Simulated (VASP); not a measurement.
**Te: single point with PBEsol**

Te:

```
Te
1.0
     3.55957    0.00000    0.00000
    -1.77978    3.08268    0.00000
     0.00000    0.00000    4.51521
Te
2
Direct
  0.33333 0.66667 0.25000
  0.66667 0.33333 0.75000
```

This cell differs from its parent crystal: volume scaled by 0.84.

| Quantity | Value |
| --- | --- |
| Program | VASP 6.6.1 |
| Task | single point |
| Functional | PBEsol |
| Potentials or basis | VASP PAW PBE potentials, release 64 (Te) |
| Cutoff | 520 eV |
| k mesh | 14 × 14 × 8 |
| Occupations | fermi-dirac, width 0.08 eV |
| Spin | no spin polarisation |
| Dipole correction | no |
| Further INCAR settings | ALGO = Normal; EDIFF = 1e-06; NBANDS = 13 |

```
Pressure               : 10.4 GPa
Band gap on the k mesh : zero (band 6 reaches 11.90 eV, above the bottom of band 7 at 7.80 eV)
```

Stress tensor (GPa, compression positive):
```
10.38  0.00  0.00
 0.00 10.38  0.00
 0.00  0.00 10.55
```

Levels at points of the mesh, in eV from the Fermi level:
| k point | band 3 | band 4 | band 5 | band 6 | band 7 | band 8 | band 9 | band 10 |
| --- | --- | --- | --- | --- | --- | --- | --- | --- |
| (0.00, 0.00, 0.00) | -6.58 | -0.67 | -0.67 | 2.05 | 2.05 | 3.85 | 5.06 | 6.90 |
| (0.50, 0.00, 0.00) | -4.74 | -3.75 | -3.03 | -2.38 | -1.30 | 2.47 | 2.58 | 6.96 |
| (0.00, 0.00, 0.50) | 0.12 | 0.12 | 0.71 | 0.71 | 0.71 | 0.71 | 6.44 | 6.44 |
| (0.50, 0.00, 0.50) | -6.88 | -6.88 | -1.10 | -1.10 | 1.17 | 1.17 | 6.26 | 6.26 |

It took 33 s on 1 thread of Intel(R) Xeon(R) Platinum 8375C CPU @ 2.90GHz (Ice Lake), with other jobs on the host, peak memory 0.21 GiB.

Caveat: the PAW data sets were made with another functional, which shifts forces and pressure a little; spin-orbit coupling is left out, which moves the levels of the heavy elements.
